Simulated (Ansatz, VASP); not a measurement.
**Two plane-wave programs on GaSb3**

INCAR

```
SYSTEM = GaSb3
  ALGO = Normal
  EDIFF = 1E-6
  ENCUT = 520
  GGA = PS
  ISIF = 2
  ISMEAR = 0
  LASPH = .TRUE.
  LCHARG = .TRUE.
  LELF = .TRUE.
  LREAL = .FALSE.
  LVHAR = .TRUE.
  LWAVE = .FALSE.
  NBANDS = 22
  NELM = 100
  PREC = Accurate
  SIGMA = 0.15
```

The input KPOINTS:

```
k-points
0
G
  10 10 10
  0 0 0
```

File POSCAR:

```
GaSb3
1.0
   -0.1458668159      3.6466703981      3.6466703981
    3.5008035822      0.0000000000      3.5008035822
    3.6466703981      3.6466703981     -0.1458668159
Ga Sb
1 3
Direct
    0.0000000000      0.0000000000      0.0000000000
    0.2500000000      0.2500000000      0.2500000000
    0.7500000000      0.7500000000      0.7500000000
    0.5000000000      0.5000000000      0.5000000000
```

Input for Ansatz:

```yaml
crystal:
  lattice:
    - [-0.1458668159, 3.6466703981, 3.6466703981]
    - [3.5008035822, 0.0, 3.5008035822]
    - [3.6466703981, 3.6466703981, -0.1458668159]
  atoms:
    - { symbol: Ga, position: [0.0, 0.0, 0.0] }
    - { symbol: Sb, position: [0.25, 0.25, 0.25] }
    - { symbol: Sb, position: [0.75, 0.75, 0.75] }
    - { symbol: Sb, position: [0.5, 0.5, 0.5] }
basis:
  ecutwfc: 420
kpoints:
  mp_grid: { grid: [10, 10, 10] }
hamiltonian:
  xc: pbesol
  pseudopotentials: { kind: paw, azcp: { folder: soft_1 } }
scf:
  occupations: { method: gaussian, width: 0.15 }
output:
  forces: true
  stress: true
  eigenvalues: true
```

Change from the starting cell: engineering shear strain xz -0.0800, normal strain along z +0.0000.

Alike in both runs: task single point; functional PBEsol; k mesh 10 × 10 × 10; occupations gaussian, width 0.15 eV; no spin polarisation.

|  | VASP | Ansatz |
| --- | --- | --- |
| version | VASP 6.6.1 | Ansatz 0.2.0 |
| potentials or method | VASP PAW PBE potentials, release 64 (Ga_d, Sb), cutoff 520 eV | scalar-relativistic, plane waves, PAW |
| valence electrons in the cell | 28 | 58 |

Ansatz gave:

| Quantity | Value |
| --- | --- |
| gap on the k mesh at the Fermi level (eV) | none |
| pressure (GPa) | 0.7 |
| traceless stress, the component that is largest in VASP (GPa) | 1.91 |
| rms of the force components (eV/Å) | 0.081 |

Problem. Which values does VASP return?

Solution. gap on the k mesh at the Fermi level (eV): none; pressure (GPa): 0.7; traceless stress, the component that is largest in VASP (GPa): 1.95; rms of the force components (eV/Å): 0.083.

VASP's potentials were made for PBE, not for PBEsol, and Ansatz warns of the same on its side. Atom by atom the forces differ by 0.001 eV/Å (rms over components). A gap of «none» marks a metal or a gap that the smearing closes. VASP's potentials hold 28 valence electrons a cell and Ansatz's 58, so a difference there can come from the potentials and not from the codes.

Neither program's run includes spin-orbit coupling.
